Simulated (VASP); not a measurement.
Write the native input for VASP 6.6.1 that does the following.

```
Task                   : relaxation of cell and atoms
Functional             : PBEsol
Potentials or basis    : VASP PAW PBE potentials, release 64 (Rh_pv)
Cutoff                 : 600 eV
k mesh                 : 13 × 13 × 4
Occupations            : fermi-dirac, width 0.1 eV
Spin                   : no spin polarisation
Dipole correction      : no
Further INCAR settings : ALGO = Normal; EDIFF = 1e-07; IBRION = 2; EDIFFG = -0.01; NSW = 80; ISIF = 3
```

The structure of Rh lies in POSCAR:

```
Rh
1.0
    2.6891940459      0.0000000000      0.0000000000
   -1.3445970229      2.3289103594      0.0000000000
    0.0000000000      0.0000000000      8.7829077538
Rh
4
Direct
    0.0000000000      0.0000000000      0.0000000000
    0.0000000000      0.0000000000      0.5000000000
    0.3333333333      0.6666666667      0.2500000000
    0.6666666667      0.3333333333      0.7500000000
```

This isn't the form of Rh at room conditions, which is fcc.

These files were run (other wordings do the same):

INCAR

```
PREC     = Accurate       # precision mode
ENCUT    = 600            # plane-wave cutoff, eV
EDIFF    = 1E-7           # SCF threshold, eV
ISMEAR   = -1             # smearing method
SIGMA    = 0.1            # smearing width, eV
LREAL    = False          # projectors in reciprocal space
LASPH    = True           # aspherical terms in the spheres
NELM     = 80             # most SCF steps
ALGO     = Normal         # electronic algorithm
ISIF     = 3              # what is computed and relaxed
LWAVE    = False          # write WAVECAR
LCHARG   = False          # write CHGCAR
GGA      = PS             # functional
IBRION   = 2              # ionic algorithm
NSW      = 80             # ionic steps
EDIFFG   = -0.01          # ionic threshold
```

KPOINTS

```
Automatic mesh
0
Gamma
  13 13 4
```

Potentials or basis: VASP PAW PBE potentials, release 64 (Rh_pv).

Run with:

```sh
$ cat potpaw_PBE.64/Rh_pv/POTCAR > POTCAR
$ mpirun -np 1 vasp_std > vasp.out
```

Results of the run:

* Relaxed volume: 13.53 Å³/atom
* Relaxed cell: a = 2.676 Å, b = 2.676 Å, c = 8.728 Å, α = 90.00°, β = 90.00°, γ = 120.00°
* Space group after relaxing (to 0.1 Å): P6_3/mmc (No. 194)
* Energy gained by relaxing: 3.1 meV/atom
* Ionic steps: 5
* Pressure after relaxing: 0.0 GPa
* Band gap on the k mesh: zero (bands 30 and 31 overlap by 1.85 eV)

Caveat: the PAW data sets were made with another functional, which shifts forces and pressure a little.

Wall time 3.3 min on 1 thread of Intel(R) Xeon(R) 6975P-C (Granite Rapids) (shared host), peak memory 0.27 GiB.
